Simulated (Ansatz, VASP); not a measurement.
One calculation of KCl, two programs

```xyz
2
Lattice="0.0000 3.2318 3.2318 3.2318 0.0000 3.2318 3.2318 3.2318 0.0000" Properties=species:S:1:pos:R:3 pbc="T T T"
K     0.0000    0.0000    0.0000
Cl    3.2318    3.2318    3.2318
```

Alike in both runs: task single point; functional PBEsol; k mesh 6 × 6 × 6; occupations gaussian, width 0.02 eV; no spin polarisation.

|  | VASP | Ansatz |
| --- | --- | --- |
| version | VASP 6.6.1 | Ansatz 0.2.0 |
| potentials or method | VASP PAW PBE potentials, release 64 (K_sv, Cl), cutoff 520 eV | scalar-relativistic, plane waves, PAW |
| valence electrons in the cell | 16 | 16 |

|  | VASP | Ansatz | Ansatz less VASP |
| --- | --- | --- | --- |
| gap on the k mesh at the Fermi level (eV) | 4.78 | 4.79 | +0.003 |
| least direct gap on the mesh (eV) | 4.78 | 4.79 | +0.003 |
| pressure (GPa) | -1.5 | -1.5 | -0.02 |

VASP's potentials were made for PBE, not for PBEsol.
